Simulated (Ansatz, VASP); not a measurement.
InAs: VASP beside Ansatz

Contents of INCAR:

```
PREC = Accurate
ENCUT = 600
EDIFF = 1E-6
ISMEAR = -1
SIGMA = 0.05
LREAL = F
LASPH = T
NELM = 60
ALGO = Normal
ISIF = 3
LWAVE = F
LCHARG = F
GGA = RE
IBRION = 2
NSW = 60
EDIFFG = -0.01
```

The input KPOINTS:

```
regular mesh
0
Gamma
  8 8 8
```

POSCAR

```
InAs
1.0
    0.0000000000      3.0180000000      3.0180000000
    3.0180000000      0.0000000000      3.0180000000
    3.0180000000      3.0180000000      0.0000000000
In As
1 1
Direct
    0.0000000000      0.0000000000      0.0000000000
    0.7500000000      0.7500000000      0.7500000000
```

input.yaml

```yaml
crystal:
  lattice:
    - [0.0, 3.018, 3.018]
    - [3.018, 0.0, 3.018]
    - [3.018, 3.018, 0.0]
  atoms:
    - { symbol: In, position: [0.0, 0.0, 0.0] }
    - { symbol: As, position: [0.75, 0.75, 0.75] }
hamiltonian:
  xc: revpbe
  pseudopotentials: { kind: paw }
kpoints:
  mp_grid: { grid: [8, 8, 8] }
scf:
  occupations: { method: fermi_dirac, width: 0.05 }
output:
  forces: true
  stress: true
  eigenvalues: true
relax:
  f_tol: 0.01
  max_steps: 40
  cell: { stress_tol: 0.05 }
```

Alike in both runs: task relaxation of cell and atoms; functional revPBE; k mesh 8 × 8 × 8; occupations fermi-dirac, width 0.05 eV; no spin polarisation.

|  | VASP | Ansatz |
| --- | --- | --- |
| version | VASP 6.6.1 | Ansatz 0.2.0 |
| potentials or method | VASP PAW PBE potentials, release 64 (In_d, As) | Ansatz PAW |
| plane-wave cutoff (eV) | 600 | 420 |
| valence electrons in the cell | 18 | 28 |

Ansatz gave:

- gap on the k mesh at the Fermi level, each at its own relaxed structure (eV): none
- relaxed volume (Å³/atom): 30.31
- relaxed cell length with the largest relative difference (Å): 4.409

Problem. What did VASP give for the same quantities?

Solution. gap on the k mesh at the Fermi level, each at its own relaxed structure (eV): none; relaxed volume (Å³/atom): 30.33; relaxed cell length with the largest relative difference (Å): 4.410.

VASP's potentials were made for PBE, not for revPBE. A gap of «none» marks a metal or a gap that the smearing closes. VASP's potentials hold 18 valence electrons a cell and Ansatz's 28, so a difference there can come from the potentials and not from the codes.

Noted on Ansatz's run: the plane-wave basis is chosen anew once the cell has moved, so the energies of steps on either side of that aren't comparable.
